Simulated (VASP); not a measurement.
# ZnSb2C (P-4m2) in VASP: a series of runs, part 2 of 2

VASP 6.6.1.

### 3 Single point, PBE

This run uses another cell than the first one, of 21.85 Å³/atom, 1.033 times its volume.

File INCAR:

```
SYSTEM = ZnSb2C
PREC = Accurate ; ENCUT = 520
EDIFF = 1E-7 ; ISMEAR = -1
SIGMA = 0.02 ; LREAL = .False.
LASPH = .True. ; NELM = 60
ALGO = Normal ; ISIF = 2
LWAVE = .False. ; LCHARG = .False.
GGA = PE ; NBANDS = 36
```

File KPOINTS:

```
regular mesh
0
Gamma
  6 6 2
  0 0 0
```

File POSCAR:

```
ZnSb2C
1.0
    3.8870533346      0.0000000000      0.0000000000
    0.0000000000      3.8870533346      0.0000000000
    0.0000000000      0.0000000000     11.5679275267
Zn Sb C
2 4 2
Direct
    0.5000000000      0.0000000000      0.8557296162
    0.0000000000      0.5000000000      0.1442703838
    0.5000000000      0.5000000000      0.0000000000
    0.0000000000      0.0000000000      0.2952199251
    0.5000000000      0.5000000000      0.5000000000
    0.0000000000      0.0000000000      0.7047800749
    0.5000000000      0.0000000000      0.4011801944
    0.0000000000      0.5000000000      0.5988198056
```

Potentials or basis: VASP PAW PBE potentials, release 64 (Zn, Sb, C).

Run with:

```
$ cat potpaw_PBE.64/Zn/POTCAR potpaw_PBE.64/Sb/POTCAR potpaw_PBE.64/C/POTCAR > POTCAR
$ mpirun -np 1 vasp_std > vasp.out
```

OUTCAR:

```text
SYSTEM = ZnSb2C
   PREC = Accurate
   ENCUT = 520
   EDIFF = 1E-7
   ISMEAR = -1
   LREAL = .False.
   LASPH = .True.
   NELM = 60
   ISIF = 2
   GGA = PE

 ion  position               nearest neighbor table
   1  0.500  0.000  0.856-   3 2.56   3 2.56   6 2.61   6 2.61
   2  0.000  0.500  0.144-   3 2.56   3 2.56   4 2.61   4 2.61
   3  0.500  0.500  0.000-   1 2.56   2 2.56   1 2.56   2 2.56
   4  0.000  0.000  0.295-   7 2.30   7 2.30   2 2.61   2 2.61   5 3.63   5 3.63   5 3.63   5 3.63

   5  0.500  0.500  0.500-   7 2.25   8 2.25   7 2.25   8 2.25   4 3.63   6 3.63   4 3.63   4 3.63
                             6 3.63   6 3.63   4 3.63   6 3.63
   6  0.000  0.000  0.705-   8 2.30   8 2.30   1 2.61   1 2.61   5 3.63   5 3.63   5 3.63   5 3.63

   7  0.500  0.000  0.401-   5 2.25   5 2.25   4 2.30   4 2.30
   8  0.000  0.500  0.599-   5 2.25   5 2.25   6 2.30   6 2.30

  LATTYP: Found a simple tetragonal cell.
 ALAT       =     3.8870533346
 C/A-ratio  =     2.9760146134

  Lattice vectors:

 A1 = (   3.8870533346,   0.0000000000,   0.0000000000)
 A2 = (   0.0000000000,   3.8870533346,   0.0000000000)
 A3 = (   0.0000000000,   0.0000000000,  11.5679275267)

[... 189 lines left out ...]
  band No.  band energies     occupation
      1      -8.8750      2.00000
      2      -7.0502      2.00000
      3      -4.9005      2.00000
      4      -3.7672      2.00000
      5      -2.6148      2.00000
      6      -1.6403      2.00000
[... 769 lines left out ...]
     35      10.9907      0.00000
     36      11.0687      0.00000

------------------------ aborting loop because EDIFF is reached ----------------------------------------

  FORCE on cell =-STRESS in cart. coord.  units (eV):
  Direction    XX          YY          ZZ          XY          YZ          ZX
  --------------------------------------------------------------------------------------
  -------------------------------------------------------------------------------------
  Total        2.1038564      2.1038564      2.5094989      0.0000000      0.0000000      0.0000000
  in kB       19.2854652     19.2854652     23.0038770      0.0000000      0.0000000      0.0000000
  external PRESSURE =      20.5249358 kB  Pullay stress =       0.0000000 kB

 VOLUME and BASIS-vectors are now :
 -----------------------------------------------------------------------------
  energy-cutoff  :      520.00
  volume of cell :      174.78
      direct lattice vectors                 reciprocal lattice vectors
     3.887053335  0.000000000  0.000000000     0.257264286  0.000000000  0.000000000
     0.000000000  3.887053335  0.000000000     0.000000000  0.257264286  0.000000000
     0.000000000  0.000000000 11.567927527     0.000000000  0.000000000  0.086445908

 POSITION                                       TOTAL-FORCE (eV/Angst)
 -----------------------------------------------------------------------------------
      1.94353      0.00000      9.89902         0.000000     -0.000000     -0.035170
      0.00000      1.94353      1.66891         0.000000     -0.000000      0.035170
      1.94353      1.94353      0.00000         0.000000     -0.000000      0.000000
      0.00000      0.00000      3.41508         0.000000     -0.000000      0.119080
      1.94353      1.94353      5.78396         0.000000      0.000000      0.000000
      0.00000      0.00000      8.15284         0.000000     -0.000000     -0.119080
      1.94353      0.00000      4.64082         0.000000     -0.000000     -0.053733
      0.00000      1.94353      6.92710         0.000000     -0.000000      0.053733
 -----------------------------------------------------------------------------------
    total drift:                                0.000000     -0.000000      0.000000

  FREE ENERGIE OF THE ION-ELECTRON SYSTEM (eV)
  ---------------------------------------------------
  free  energy   TOTEN  =       -31.3544920464 eV

  energy  without entropy=      -31.3512385320  energy(sigma->0) =      -31.35286529
```

stdout:

```text
POSCAR found type information on POSCAR ZnSbC
 POSCAR found :  3 types and       8 ions
 scaLAPACK will be used
 LDA part: xc-table for (Slater+PW92), standard interpolation
 POSCAR, INCAR and KPOINTS ok, starting setup
 FFT: planning ... GRIDC
 FFT: planning ... GRID_SOFT
 FFT: planning ... GRID
 WAVECAR not read
 entering main loop
```

Run time: 5.6 min. Hardware: 1 thread of Oxide Virtual Turin-like, shared host; peak memory 0.3 GiB.

Results:

| Item | Value |
| --- | --- |
| Free energy | -31.3545 eV |
| Pressure | 2.1 GPa |
| Largest force | 0.119 eV/Å |
| Band gap on the k mesh | zero (band 26 reaches 5.88 eV, above the bottom of band 27 at 5.62 eV) |

Forces on the atoms (eV/Å):
```
Zn   0.000  0.000 -0.035
Zn   0.000  0.000  0.035
Sb   0.000  0.000  0.000
Sb   0.000  0.000  0.119
Sb   0.000  0.000  0.000
Sb   0.000  0.000 -0.119
C    0.000  0.000 -0.054
C    0.000  0.000  0.054
```

Stress tensor (GPa, compression positive):
```
1.93 0.00 0.00
0.00 1.93 0.00
0.00 0.00 2.30
```

Levels at points of the mesh, in eV from the Fermi level:
| k point | band 23 | band 24 | band 25 | band 26 | band 27 | band 28 | band 29 | band 30 |
| --- | --- | --- | --- | --- | --- | --- | --- | --- |
| (0.00, 0.00, 0.00) | -1.11 | -0.44 | -0.29 | -0.29 | -0.29 | 0.90 | 1.04 | 1.04 |
| (0.50, 0.00, 0.00) | -1.90 | -1.69 | -0.82 | -0.47 | 0.30 | 0.98 | 2.24 | 2.36 |
| (0.50, 0.50, 0.00) | -3.18 | -2.80 | -2.80 | -2.06 | 0.72 | 0.72 | 1.44 | 1.46 |
| (0.00, 0.00, 0.50) | -0.49 | -0.46 | -0.15 | -0.15 | 0.29 | 0.37 | 0.77 | 0.77 |
| (0.50, 0.00, 0.50) | -2.71 | -2.52 | -0.32 | -0.04 | 0.30 | 0.98 | 1.81 | 2.03 |
| (0.50, 0.50, 0.50) | -3.32 | -2.93 | -2.93 | -2.13 | 1.39 | 1.39 | 1.94 | 1.95 |

Caveat: spin-orbit coupling is left out, which moves the levels of the heavy elements.

### 4 Single point, PBE (volume changed by -3%)

Edit INCAR of step 3 so:

```diff
@@ -4,3 +4,3 @@
 SIGMA = 0.02 ; LREAL = .False.
-LASPH = .True. ; NELM = 60
+LASPH = .True. ; NELM = 80
 ALGO = Normal ; ISIF = 2
```

File KPOINTS:

```
Automatic mesh
0
Gamma
  6 6 2
  0 0 0
```

File POSCAR:

```
ZnSb2C
1.0
    3.8665179695      0.0000000000      0.0000000000
    0.0000000000      3.8665179695      0.0000000000
    0.0000000000      0.0000000000     11.6830130573
Zn Sb C
2 4 2
Direct
    0.5000000000      0.0000000000      0.8547331895
    0.0000000000      0.5000000000      0.1452668105
    0.5000000000      0.5000000000      0.0000000000
    0.0000000000      0.0000000000      0.2974351206
    0.5000000000      0.5000000000      0.5000000000
    0.0000000000      0.0000000000      0.7025648794
    0.5000000000      0.0000000000      0.4011644414
    0.0000000000      0.5000000000      0.5988355586
```

Run with:

```
$ cat potpaw_PBE.64/Zn/POTCAR potpaw_PBE.64/Sb/POTCAR potpaw_PBE.64/C/POTCAR > POTCAR
$ mpirun -np 1 vasp_std > vasp.out
```

It took 4.3 min on 1 thread of Oxide Virtual Turin-like, shared host; peak memory 0.3 GiB.

It converged, with:

- Free energy: -31.3561 eV
- Pressure: 2.3 GPa
- Largest force: 0.086 eV/Å
- Band gap on the k mesh: zero (band 26 reaches 6.00 eV, above the bottom of band 27 at 5.75 eV)

Forces on the atoms (eV/Å):
```
Zn   0.000  0.000 -0.037
Zn   0.000  0.000  0.037
Sb   0.000  0.000  0.000
Sb   0.000  0.000 -0.086
Sb   0.000  0.000  0.000
Sb   0.000  0.000  0.086
C    0.000  0.000  0.037
C    0.000  0.000 -0.037
```

Stress tensor (GPa, compression positive):
```
2.31 0.00 0.00
0.00 2.31 0.00
0.00 0.00 2.17
```

Levels at points of the mesh, in eV from the Fermi level:
```
           k point  band 22  band 23  band 24  band 25  band 26  band 27  band 28  band 29  band 30  band 31
(0.00, 0.00, 0.00)    -1.30    -1.20    -0.54    -0.32    -0.25    -0.25     0.82     1.05     1.05     2.84
(0.50, 0.00, 0.00)    -3.68    -2.01    -1.80    -0.85    -0.52     0.33     1.02     2.13     2.21     3.21
(0.50, 0.50, 0.00)    -4.05    -3.24    -2.89    -2.89    -2.10     0.64     0.64     1.32     1.40     3.27
(0.00, 0.00, 0.50)    -2.57    -0.58    -0.51    -0.11    -0.11     0.25     0.26     0.78     0.78     3.18
(0.50, 0.00, 0.50)    -3.37    -2.79    -2.61    -0.35    -0.09     0.33     1.02     1.70     1.89     3.34
(0.50, 0.50, 0.50)    -3.96    -3.37    -3.00    -3.00    -2.16     1.26     1.26     1.81     1.88     2.09
```

Caveat: the cell differs from its parent crystal (volume changed by -3%); spin-orbit coupling is left out, which moves the levels of the heavy elements.

### 5 Single point, PBE

This run uses another cell than the first one, of 22.51 Å³/atom, 1.064 times its volume.

File INCAR:

```
SYSTEM = ZnSb2C
ALGO = Normal
EDIFF = 1E-7
ENCUT = 520
GGA = PE
ISIF = 2
ISMEAR = -1
LASPH = .True.
LCHARG = .False.
LREAL = .False.
LWAVE = .False.
NBANDS = 36
NELM = 80
PREC = Accurate
SIGMA = 0.02
```

File KPOINTS:

```
k-points
0
Gamma
  6 6 2
  0 0 0
```

Edit POSCAR of step 4 so:

```diff
@@ -2,5 +2,5 @@
 1.0
-    3.8665179695      0.0000000000      0.0000000000
-    0.0000000000      3.8665179695      0.0000000000
-    0.0000000000      0.0000000000     11.6830130573
+    3.9059749596      0.0000000000      0.0000000000
+    0.0000000000      3.9059749596      0.0000000000
+    0.0000000000      0.0000000000     11.8022357106
 Zn Sb C
```

Run with:

```
$ cat potpaw_PBE.64/Zn/POTCAR potpaw_PBE.64/Sb/POTCAR potpaw_PBE.64/C/POTCAR > POTCAR
$ mpirun -np 1 vasp_std > vasp.out
```

Run time: 4.8 min. Hardware: 1 thread of Oxide Virtual Turin-like, shared host; peak memory 0.3 GiB.

Results (log left out):

```yaml
Free_energy: -31.3953 eV
Pressure: 0.1 GPa
Largest_force: 0.009 eV/Å
Band_gap_on_the_k_mesh: zero (band 26 reaches 5.67 eV, above the bottom of band 27 at 5.43 eV)
```

Forces on the atoms (eV/Å):
```
Zn   0.000  0.000 -0.009
Zn   0.000  0.000  0.009
Sb   0.000  0.000  0.000
Sb   0.000  0.000 -0.009
Sb   0.000  0.000  0.000
Sb   0.000  0.000  0.009
C    0.000  0.000  0.000
C    0.000  0.000  0.000
```

Levels at points of the mesh, in eV from the Fermi level:
| k point | band 23 | band 24 | band 25 | band 26 | band 27 | band 28 | band 29 | band 30 |
| --- | --- | --- | --- | --- | --- | --- | --- | --- |
| (0.00, 0.00, 0.00) | -1.15 | -0.50 | -0.32 | -0.23 | -0.23 | 0.79 | 1.00 | 1.00 |
| (0.50, 0.00, 0.00) | -1.95 | -1.74 | -0.89 | -0.54 | 0.32 | 0.97 | 2.10 | 2.12 |
| (0.50, 0.50, 0.00) | -3.15 | -2.79 | -2.79 | -2.02 | 0.65 | 0.65 | 1.32 | 1.42 |
| (0.00, 0.00, 0.50) | -0.54 | -0.47 | -0.10 | -0.10 | 0.21 | 0.22 | 0.75 | 0.75 |
| (0.50, 0.00, 0.50) | -2.71 | -2.55 | -0.39 | -0.12 | 0.31 | 0.97 | 1.69 | 1.84 |
| (0.50, 0.50, 0.50) | -3.27 | -2.90 | -2.90 | -2.08 | 1.26 | 1.26 | 1.75 | 1.88 |

Caveat: spin-orbit coupling is left out, which moves the levels of the heavy elements.

### 6 Summary

```csv
cell,gap on the mesh (eV),pressure (GPa),largest force (eV/Å)
"a = 3.826, b = 3.826, c = 11.561 Å, 8 atoms",none,4.8,0.17
"a = 3.887, b = 3.887, c = 11.568 Å, 8 atoms",none,2.1,0.12
"a = 3.867, b = 3.867, c = 11.683 Å, 8 atoms",none,2.3,0.09
"a = 3.906, b = 3.906, c = 11.802 Å, 8 atoms",none,0.1,0.01
```

Alike in all rows: task single point; level PBE; potentials or basis VASP PAW PBE potentials, release 64 (Zn, Sb, C); no spin polarisation; k mesh 6 × 6 × 2; cutoff (eV) 520; smearing fermi-dirac 0.02 eV.

Caveats: spin-orbit coupling is left out, which moves the levels of the heavy elements.

Total energies depend on the potentials used, so only differences within one code and one set of settings carry meaning.
